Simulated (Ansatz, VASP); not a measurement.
## CdSe: VASP beside Ansatz

File POSCAR:

```
CdSe
1.0
    4.3460853832      0.0000000000      0.0000000000
   -2.1730426916      3.7638203488      0.0000000000
    0.0000000000      0.0000000000      7.0898398800
Cd Se
2 2
Direct
    0.6666666667      0.3333333333      0.4999533600
    0.3333333333      0.6666666667      0.9999533600
    0.6666666667      0.3333333333      0.8759066400
    0.3333333333      0.6666666667      0.3759066400
```

The input INCAR.step1:

```
SYSTEM = CdSe
ALGO     = Normal         ! electronic algorithm
EDIFF    = 1E-4           ! SCF threshold, eV
ENCUT    = 520            ! plane-wave cutoff, eV
GGA      = PE             ! functional
ISMEAR   = -1             ! smearing method
LASPH    = .TRUE.         ! aspherical terms in the spheres
LCHARG   = .FALSE.        ! write CHGCAR
LREAL    = .FALSE.        ! projectors in reciprocal space
LWAVE    = .TRUE.         ! write WAVECAR
NBANDS   = 26             ! bands
NELM     = 60             ! most SCF steps
PREC     = Accurate       ! precision mode
SIGMA    = 0.025          ! smearing width, eV
```

INCAR.step2

```
SYSTEM = CdSe
ALGO     = Normal         ! electronic algorithm
EDIFF    = 1E-8           ! SCF threshold, eV
ENCUT    = 520            ! plane-wave cutoff, eV
ISIF     = 2              ! what is computed and relaxed
ISMEAR   = -1             ! smearing method
ISTART   = 1            
LASPH    = .TRUE.         ! aspherical terms in the spheres
LCHARG   = .FALSE.        ! write CHGCAR
LEFG     = .TRUE.       
LMIXTAU  = .TRUE.       
LREAL    = .FALSE.        ! projectors in reciprocal space
LWAVE    = .FALSE.        ! write WAVECAR
METAGGA  = R2SCAN         ! meta-GGA
NBANDS   = 26             ! bands
NELM     = 60             ! most SCF steps
PREC     = Accurate       ! precision mode
SIGMA    = 0.025          ! smearing width, eV
```

File KPOINTS:

```
k-points
0
G
  8 8 5
  0 0 0
```

Input for Ansatz:

```yaml
crystal:
  lattice:
    - [4.3460853832, 0.0, 0.0]
    - [-2.1730426916, 3.7638203488, 0.0]
    - [0.0, 0.0, 7.08983988]
  atoms:
    - { symbol: Cd, position: [0.6666666667, 0.3333333333, 0.49995336] }
    - { symbol: Cd, position: [0.3333333333, 0.6666666667, 0.99995336] }
    - { symbol: Se, position: [0.6666666667, 0.3333333333, 0.87590664] }
    - { symbol: Se, position: [0.3333333333, 0.6666666667, 0.37590664] }
kpoints:
  mp_grid: { grid: [8, 8, 5] }
  band_path:
    path:
      - [0.0, 0.0, 0.0]
      - [0.5, 0.0, 0.0]
      - [0.3333333333, 0.3333333333, 0.0]
      - [0.0, 0.0, 0.0]
      - [0.0, 0.0, 0.5]
      - [0.5, 0.0, 0.5]
      - [0.3333333333, 0.3333333333, 0.5]
      - [0.0, 0.0, 0.5]
      - [0.5, 0.0, 0.5]
    npoints: 8
scf:
  occupations: { method: fermi_dirac, width: 0.025 }
hamiltonian:
  xc: r2scan
  pseudopotentials: { kind: all_electron, datasets: crystal }
output:
  forces: true
  stress: true
  eigenvalues: true
  efg: { contact_densities: true }
```

Alike in both runs: task electric field gradients; functional r2SCAN; k mesh 8 × 8 × 5; occupations fermi-dirac, width 0.025 eV; no spin polarisation.

|  | VASP | Ansatz |
| --- | --- | --- |
| version | VASP 6.6.1 | Ansatz 0.2.0 |
| potentials or method | VASP PAW PBE potentials, release 64 (Cd, Se), cutoff 520 eV | all-electron PAW with datasets made for the crystal, scalar-relativistic |

|  | VASP | Ansatz | Ansatz less VASP |
| --- | --- | --- | --- |
| gap on the k mesh at the Fermi level (eV) | 1.08 | 1.10 | +0.017 |
| pressure (GPa) | 0.0 | -0.2 | -0.24 |

VASP's potentials were made for PBE, not for r2SCAN. Ansatz ran all-electron here, and VASP with PAW potentials.
